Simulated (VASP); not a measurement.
Runs of VASP 6.6.1 on AgCl. The structure is that of space group Cmmm (No. 65), or close to it. The cells are those of the table. 

| cell | gap on the mesh (eV) | pressure (GPa) |
| --- | --- | --- |
| a = 3.332, b = 3.331 Å, angles 90.0, 93.2, 90.0°, 2 atoms | 0.27 | 0.0 |
| a = 3.342, b = 3.331 Å, angles 90.0, 99.4, 90.0°, 2 atoms | 0.01 | 1.2 |
| a = 3.351, b = 3.331 Å, angles 90.0, 102.6, 90.0°, 2 atoms | (a) | (c) |
| a = 3.336, b = 3.331 Å, angles 90.0, 96.3, 90.0°, 2 atoms | (b) | 0.4 |

Alike in all rows: task single point; level PBEsol; potentials or basis VASP PAW PBE potentials, release 64 (Ag, Cl); no spin polarisation; k mesh 10 × 10 × 10; cutoff (eV) 520; smearing gaussian 0.05 eV.

Problem. Estimate the missing entries.

Solution. (a) none; (b) 0.12; (c) 2.4.

Caveats: the PAW data sets were made with another functional, which shifts forces and pressure a little.

A k mesh can miss the band edges, and the runs leave out spin-orbit coupling on Ag.
